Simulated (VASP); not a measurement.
A run of VASP 6.6.1 is set up as follows.

Contents of POSCAR:

```
MgS
1.0
    0.0000000000      2.8518829780      2.8518829780
    2.8518829780      0.0000000000      2.8518829780
    2.8518829780      2.8518829780      0.0000000000
S Mg
1 1
Direct
    0.2500000000      0.2500000000      0.2500000000
    0.0000000000      0.0000000000      0.0000000000
```

File INCAR.step1:

```
PREC = Accurate ; ENCUT = 520
ISMEAR = -1 ; SIGMA = 0.05
LREAL = F ; LASPH = T
NELM = 60 ; NBANDS = 11
GGA = PE ; ALGO = Normal
EDIFF = 1E-4 ; LWAVE = T
LCHARG = F
```

File INCAR.step2:

```
PREC = Accurate ; ENCUT = 520
EDIFF = 1E-6 ; ISMEAR = -1
SIGMA = 0.05 ; LREAL = F
LASPH = T ; NELM = 60
ALGO = Normal ; ISIF = 2
LWAVE = F ; LCHARG = F
METAGGA = R2SCAN ; LMIXTAU = T
NBANDS = 11 ; ISTART = 1
```

File KPOINTS:

```
regular mesh
0
Gamma
  8 8 8
```

Potentials or basis: VASP PAW PBE potentials, release 64 (S, Mg).

Run with:

```bash
$ cat potpaw_PBE.64/S/POTCAR potpaw_PBE.64/Mg/POTCAR > POTCAR
$ cp INCAR.step1 INCAR
$ mpirun -np 1 vasp_std > vasp.out
$ cp INCAR.step2 INCAR
$ mpirun -np 1 vasp_std > vasp.out
```

Question: What does it give for the band gap on the k mesh?

Answer: 4.01 eV, direct.

Question: What does it give for the pressure?

Answer: -1.5 GPa.

Caveat: the PAW data sets were made with another functional, which shifts forces and pressure a little. r2SCAN opens gaps a little over a GGA but as a rule still falls short of measured ones.
